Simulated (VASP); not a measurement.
# As (Fm-3m) in VASP: notebook

The runs below take As through single point, relaxation of cell and atoms, with PBEsol.

Everything below comes from runs of VASP 6.6.1. Logs are shortened: lines on timing, memory, paths and dates and some standing lists are left out, and cuts for length are marked.

## Step 1: The cell of the first run

The structure is cubic, space group Fm-3m (No. 225). Conventional cell: a = 4.194 Å, b = 4.194 Å, c = 4.194 Å, α = 90.00°, β = 90.00°, γ = 90.00°. Within 3.9 Å of As (site symmetry m-3m) lie 12 As at 2.97 Å.

This isn't the form of As at room conditions, which is rhombohedral.

## Step 2: Single point, PBEsol

File INCAR:

```
PREC = Accurate
ENCUT = 500
EDIFF = 1E-6
ISMEAR = -1
SIGMA = 0.1
LREAL = F
LASPH = T
NELM = 120
ALGO = Normal
ISIF = 2
LWAVE = F
LCHARG = T
GGA = PS
LELF = T
LVHAR = T
NBANDS = 8
GGA_COMPAT = F
```

File KPOINTS:

```
regular mesh
0
Gamma
  13 13 13
```

File POSCAR:

```
As
1.0
    0.0000000000      2.0970515564      2.0970515564
    2.0970515564      0.0000000000      2.0970515564
    2.0970515564      2.0970515564      0.0000000000
As
1
Direct
    0.0000000000      0.0000000000      0.0000000000
```

Potentials or basis: VASP PAW PBE potentials, release 64 (As).

Launch:

```
$ cat potpaw_PBE.64/As/POTCAR > POTCAR
$ mpirun -np 1 vasp_std > vasp.out
```

OUTCAR:

```text
PREC = Accurate
   ENCUT = 500
   EDIFF = 1E-6
   ISMEAR = -1
   LREAL = F
   LASPH = T
   NELM = 120
   ISIF = 2
   GGA = PS

 ion  position               nearest neighbor table
   1  0.000  0.000  0.000-

  LATTYP: Found a face centered cubic cell.
 ALAT       =     4.1941031128

  Lattice vectors:

 A1 = (   0.0000000000,   2.0970515564,   2.0970515564)
 A2 = (   2.0970515564,   0.0000000000,   2.0970515564)
 A3 = (   2.0970515564,   2.0970515564,   0.0000000000)

Analysis of symmetry for initial positions (statically):
=====================================================================
 Subroutine PRICEL returns:
 Original cell was already a primitive cell.

 Routine SETGRP: Setting up the symmetry group for a
 face centered cubic supercell.

 Subroutine GETGRP returns: Found 48 space group operations
 (whereof 48 operations were pure point group operations)
 out of a pool of 48 trial point group operations.

The static configuration has the point symmetry O_h .

Analysis of symmetry for dynamics (positions and initial velocities):
=====================================================================
 Subroutine PRICEL returns:
 Original cell was already a primitive cell.

 Routine SETGRP: Setting up the symmetry group for a
 face centered cubic supercell.

 Subroutine GETGRP returns: Found 48 space group operations
 (whereof 48 operations were pure point group operations)
 out of a pool of 48 trial point group operations.

The dynamic configuration has the point symmetry O_h .

 Subroutine INISYM returns: Found 48 space group operations
 (whereof 48 operations are pure point group operations),
 and found     1 'primitive' translations

----------------------------------------------------------------------------------------

                                     Primitive cell

  volume of cell :      18.4441

  direct lattice vectors                    reciprocal lattice vectors
     0.000000000  2.097051556  2.097051556    -0.238429999  0.238429999  0.238429999
     2.097051556  0.000000000  2.097051556     0.238429999 -0.238429999  0.238429999
     2.097051556  2.097051556  0.000000000     0.238429999  0.238429999 -0.238429999

  length of vectors
     2.965678752  2.965678752  2.965678752     0.412972872  0.412972872  0.412972872

  position of ions in fractional coordinates (direct lattice)
     0.000000000  0.000000000  0.000000000

  ion indices of the primitive-cell ions
   primitive index   ion index
                 1           1

----------------------------------------------------------------------------------------

 KPOINTS: regular mesh

Automatic generation of k-mesh.
 Grid dimensions read from file:
 generate k-points for:   13   13   13

 Generating k-lattice:

  Cartesian coordinates                     Fractional coordinates (reciprocal lattice)
    -0.018340769  0.018340769  0.018340769     0.076923077  0.000000000  0.000000000
     0.018340769 -0.018340769  0.018340769     0.000000000  0.076923077  0.000000000
     0.018340769  0.018340769 -0.018340769     0.000000000  0.000000000  0.076923077

  Length of vectors
     0.031767144  0.031767144  0.031767144

  Shift w.r.t. Gamma in fractional coordinates (k-lattice)
     0.000000000  0.000000000  0.000000000

 Subroutine IBZKPT returns following result:
 ===========================================

 Found     84 irreducible k-points:

 Following reciprocal coordinates:
            Coordinates               Weight
  0.000000  0.000000  0.000000      1.000000
  0.076923  0.000000  0.000000      8.000000
  0.153846  0.000000  0.000000      8.000000
  0.230769  0.000000  0.000000      8.000000
  0.307692  0.000000  0.000000      8.000000
  0.384615  0.000000  0.000000      8.000000
[... 16 lines left out ...]
  0.384615  0.153846  0.000000     24.000000
  0.461538  0.153846  0.000000     24.000000
 [... further k-points ...]
   k-points           NKPTS =     84   k-points in BZ     NKDIM =     84   number of bands    NBANDS=      8
   number of dos      NEDOS =    301   number of ions     NIONS =      1
   total plane-waves  NPLWV =  13824
   dimension x,y,z NGX =    24 NGY =   24 NGZ =   24
   dimension x,y,z NGXF=    48 NGYF=   48 NGZF=   48
   ions per type =               1
   NGX,Y,Z   is equivalent  to a cutoff of  13.45, 13.45, 13.45 a.u.
   NGXF,Y,Z  is equivalent  to a cutoff of  26.91, 26.91, 26.91 a.u.
 SYSTEM =  unknown system
   PREC   = accura    normal or accurate (medium, high low for compatibility)
   ISTART =      0    job   : 0-new  1-cont  2-samecut
   ICHARG =      2    charge: 1-file 2-atom 10-const
   ISPIN  =      1    spin polarized calculation?
   LNONCOLLINEAR =      F non collinear calculations
   LSORBIT =      F    spin-orbit coupling
   LASPH  =      T    aspherical Exc in radial PAW
   ENCUT  =  500.0 eV  36.75 Ry    6.06 a.u.   5.41  5.41  5.41*2*pi/ulx,y,z
   NELM   =    120;   NELMIN=  2; NELMDL= -5     # of ELM steps
   EDIFF  = 0.1E-05   stopping-criterion for ELM
   LREAL  =      F    real-space projection
   EDIFFG = 0.1E-04   stopping-criterion for IOM
   NSW    =      0    number of steps for IOM
   IBRION =     -1    ionic relax: 0-MD 1-quasi-New 2-CG
   NFREE  =      0    steps in history (QN), initial steepest desc. (CG)
   ISIF   =      2    stress and relaxation
   ISYM   =      2    0-nonsym 1-usesym 2-fastsym
   POTIM  = 0.5000    time-step for ionic-motion
   TEBEG  =    0.0;   TEEND  =   0.0 temperature during run
   PSTRESS=    0.0 pullay stress
   NELECT =       5.0000    total number of electrons
   NUPDOWN=      -1.0000    fix difference up-down
   EMIN   =  10.00;   EMAX   =-10.00  energy-range for DOS
   EFERMI =   0.00;   METHOD = LEGACY
   ISMEAR =    -1;   SIGMA  =   0.10  broadening in eV -4-tet -1-fermi 0-gaus
   EFERMI_NEDOS =   21; number of points for ismear=-14 and -15
   IALGO  =     38    algorithm
   IMIX   =      4    mixing-type and parameters
     AMIX     =   0.40;   BMIX     =  1.00
     AMIX_MAG =   1.60;   BMIX_MAG =  1.00
  volume/ion in A,a.u.               =      18.44       124.47
  Fermi-wavevector in a.u.,A,eV,Ry     =   1.059528  2.002217 15.273891  1.122599
  Thomas-Fermi vector in A             =   2.194877
   LORBIT       =      0    0 simple, 1 ext, 2 COOP (PROOUT), +10 PAW based schemes
   GGA     = PS    functional components
   LHFCALC =     F    Hartree Fock is set to
   AEXX    =    0.0000 exact exchange contribution
   IVDW    =     0    specifies the selected vdW correction
   LEPSILON=     F    determine dielectric tensor
   LRPA    =     F    only Hartree local field effects (RPA)
 non-spin polarized calculation
  energy-cutoff  :      500.00
  volume of cell :       18.44
 maximum number of plane-waves:       487
 NGX is ok and might be reduce to    24
   NGX = 11   NGY = 11   NGZ = 11

 number of electron       4.9999999 magnetization

 Free energy of the ion-electron system (eV)
  ---------------------------------------------------
  ext. energy  EPLUGINS =         0.00000000
  ---------------------------------------------------
  free energy    TOTEN  =        -4.63112108 eV

  energy without entropy =       -4.61008980  energy(sigma->0) =       -4.62060544

 E-fermi :   6.7573     XC(G=0): -11.0098

 val. band max:        6.7337737013   @ k =   0.4615   0.2308   0.0000
 cond. band min:       6.7933098355   @ k =  -0.3846   0.4615   0.0769
 fundamental gap:      0.0595361341
 Fermi energy:         6.7572534858

 k-point     1 :       0.0000    0.0000    0.0000
  band No.  band energies     occupation
      1      -8.6617      2.00000
      2      12.8106      0.00000
      3      12.8106      0.00000
      4      12.8106      0.00000
      5      19.2724      0.00000
      6      19.2724      0.00000
      7      19.2724      0.00000
      8      21.3338      0.00000

 k-point     2 :       0.0769    0.0000    0.0000
  band No.  band energies     occupation
      1      -8.5184      2.00000
      2      11.6289      0.00000
      3      12.6424      0.00000
      4      12.6424      0.00000
      5      18.6829      0.00000
      6      19.5870      0.00000
      7      19.5870      0.00000
      8      21.9160      0.00000

 k-point     3 :       0.1538    0.0000    0.0000
  band No.  band energies     occupation
      1      -8.0905      2.00000
      2       9.1650      0.00000
      3      12.2457      0.00000
      4      12.2457      0.00000
      5      17.9279      0.00000
      6      20.1936      0.00000
      7      20.1936      0.00000
      8      23.0969      0.00000

 k-point     4 :       0.2308    0.0000    0.0000
  band No.  band energies     occupation
      1      -7.3856      2.00000
      2       6.4690      1.89390
      3      11.8013      0.00000
      4      11.8013      0.00000
      5      17.3661      0.00000
      6      20.0389      0.00000
      7      20.0389      0.00000
      8      22.9449      0.00000

 k-point     5 :       0.3077    0.0000    0.0000
  band No.  band energies     occupation
      1      -6.4253      2.00000
      2       3.9036      2.00000
      3      11.4229      0.00000
      4      11.4229      0.00000
      5      17.0092      0.00000
      6      19.2513      0.00000
      7      19.2513      0.00000
      8      21.8541      0.00000
[... 177 lines left out ...]
 k-point    22 :       0.3077    0.1538    0.0000
  band No.  band energies     occupation
      1      -6.5910      2.00000
      2       5.8797      1.99969
      3       9.8387      0.00000
      4       9.9567      0.00000
      5      15.7802      0.00000
      6      17.9832      0.00000
      7      22.2623      0.00000
      8      22.5513      0.00000

 k-point    23 :       0.3846    0.1538    0.0000
  band No.  band energies     occupation
      1      -5.5652      2.00000
      2       3.5050      2.00000
      3       9.1858      0.00000
      4       9.6496      0.00000
      5      15.3458      0.00000
      6      19.1775      0.00000
      7      21.6199      0.00000
      8      22.4239      0.00000

 k-point    24 :       0.4615    0.1538    0.0000
  band No.  band energies     occupation
      1      -4.4129      2.00000
      2       1.4747      2.00000
      3       8.4801      0.00000
      4       9.6988      0.00000
      5      15.1922      0.00000
      6      19.7970      0.00000
      7      20.7686      0.00000
      8      23.6857      0.00000

 [... further k-points ...]

------------------------ aborting loop because EDIFF is reached ----------------------------------------

  FORCE on cell =-STRESS in cart. coord.  units (eV):
  Direction    XX          YY          ZZ          XY          YZ          ZX
  --------------------------------------------------------------------------------------
  -------------------------------------------------------------------------------------
  Total        0.0229514      0.0229514      0.0229514      0.0000000      0.0000000     -0.0000000
  in kB        1.9937123      1.9937123      1.9937123      0.0000000      0.0000000     -0.0000000
  external PRESSURE =       1.9937123 kB  Pullay stress =       0.0000000 kB

 VOLUME and BASIS-vectors are now :
 -----------------------------------------------------------------------------
  energy-cutoff  :      500.00
  volume of cell :       18.44
      direct lattice vectors                 reciprocal lattice vectors
     0.000000000  2.097051556  2.097051556    -0.238429999  0.238429999  0.238429999
     2.097051556  0.000000000  2.097051556     0.238429999 -0.238429999  0.238429999
     2.097051556  2.097051556  0.000000000     0.238429999  0.238429999 -0.238429999

 POSITION                                       TOTAL-FORCE (eV/Angst)
 -----------------------------------------------------------------------------------
      0.00000      0.00000      0.00000         0.000000      0.000000      0.000000
 -----------------------------------------------------------------------------------
    total drift:                                0.000000     -0.000000     -0.000000

  FREE ENERGIE OF THE ION-ELECTRON SYSTEM (eV)
  ---------------------------------------------------
  free  energy   TOTEN  =        -4.6311210752 eV

  energy  without entropy=       -4.6100897953  energy(sigma->0) =       -4.62060544
```

It took 7.6 s on 1 thread of Intel Xeon Platinum 8488C (Sapphire Rapids), shared host; peak memory 0.14 GiB.

Results:

```yaml
Free_energy: -4.6311 eV
Pressure: 0.2 GPa
Band_gap_on_the_k_mesh: zero (an odd number of electrons rules out a gap without spin polarisation)
```

Levels at points of the mesh, in eV from the Fermi level:
```
           k point  band 1  band 2  band 3  band 4  band 5  band 6  band 7
(0.00, 0.00, 0.00)  -15.42    6.05    6.05    6.05   12.52   12.52   12.52
```

Caveat: the PAW data sets were made with another functional, which shifts forces and pressure a little.

## Step 3: Relaxation of cell and atoms, PBEsol

This run uses another cell than the first one, of 18.30 Å³/atom.

File INCAR:

```
SYSTEM = As
ALGO = Normal
EDIFF = 1E-7
EDIFFG = -0.01
ENCUT = 500
GGA = PS
GGA_COMPAT = .FALSE.
IBRION = 2
ISIF = 3
ISMEAR = -1
LASPH = .TRUE.
LCHARG = .FALSE.
LREAL = .FALSE.
LWAVE = .FALSE.
NELM = 120
NELMIN = 4
NSW = 80
PREC = Accurate
SIGMA = 0.1
```

File KPOINTS:

```
k-points
0
G
  13 13 13
  0 0 0
```

File POSCAR:

```
As
1.0
    0.0000000000      2.0916114635      2.0916114635
    2.0916114635      0.0000000000      2.0916114635
    2.0916114635      2.0916114635      0.0000000000
As
1
Direct
    0.0000000000      0.0000000000      0.0000000000
```

Potentials or basis: VASP PAW PBE potentials, release 64 (As).

Launch:

```
$ cat potpaw_PBE.64/As/POTCAR > POTCAR
$ mpirun -np 1 vasp_std > vasp.out
```

Wall time 12 s (1 thread of Intel Xeon Platinum 8488C (Sapphire Rapids), shared host); peak memory 0.14 GiB.

Results (log left out):

- Free energy: -4.6311 eV
- Relaxed volume: 18.49 Å³/atom
- Relaxed cell: a = 2.968 Å, b = 2.968 Å, c = 2.968 Å, α = 60.00°, β = 60.00°, γ = 60.00°
- Space group after relaxing (to 0.1 Å): Fm-3m (No. 225)
- Energy gained by relaxing: 0.5 meV/atom
- Ionic steps: 3
- Pressure after relaxing: 0.0 GPa
- Band gap on the k mesh: zero (an odd number of electrons rules out a gap without spin polarisation)

Step by step:
| step | energy change (eV) | largest force (eV/Å) | pressure (GPa) | volume (Å³) |
| --- | --- | --- | --- | --- |
| 1 | 0.0000 | 0.0000 | 0.92 | 18.30 |
| 2 | -0.0004 | 0.0000 | -0.45 | 18.58 |
| 3 | -0.0005 | 0.0000 | 0.00 | 18.49 |

Final structure:
```xyz
1
Lattice="0.0000 2.0986 2.0986 2.0986 0.0000 2.0986 2.0986 2.0986 0.0000" Properties=species:S:1:pos:R:3 pbc="T T T"
As    0.0000    0.0000    0.0000
```

Levels at points of the mesh, in eV from the Fermi level:
| k point | band 1 | band 2 | band 3 | band 4 | band 5 | band 6 |
| --- | --- | --- | --- | --- | --- | --- |
| (0.00, 0.00, 0.00) | -15.40 | 6.04 | 6.04 | 6.04 | 12.51 | 12.51 |

Caveat: the PAW data sets were made with another functional, which shifts forces and pressure a little.
